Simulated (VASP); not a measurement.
Input of a VASP 6.6.1 run:

INCAR

```
PREC = Accurate
ENCUT = 520
EDIFF = 1E-6
ISMEAR = -1
SIGMA = 0.05
LREAL = F
LASPH = T
NELM = 80
ALGO = Normal
ISIF = 2
LWAVE = F
LCHARG = F
GGA = PS
IVDW = 12
NBANDS = 12
```

KPOINTS

```
Automatic mesh
0
Gamma
  12 12 12
```

Contents of POSCAR:

```
Zn
1.0
   -1.5023778734      1.5023778734      1.5023778734
    1.5023778734     -1.5023778734      1.5023778734
    1.5023778734      1.5023778734     -1.5023778734
Zn
1
Direct
    0.0000000000      0.0000000000      0.0000000000
```

Potentials or basis: VASP PAW PBE potentials, release 64 (Zn).

The run is started by

```console
$ cat potpaw_PBE.64/Zn/POTCAR > POTCAR
$ mpirun -np 1 vasp_std > vasp.out
```

**Question.** Estimate the pressure.

**Answer.** 0.5 GPa.

**Question.** Predict the dispersion energy per atom.

**Answer.** -0.404 eV.

**Question.** What does it give for the band gap on the k mesh?

**Answer.** Zero (band 6 reaches 8.29 eV, above the bottom of band 7 at 3.16 eV).

Caveat: the PAW data sets were made with another functional, which shifts forces and pressure a little; pairwise dispersion overbinds metals, which lowers pressure and volume.
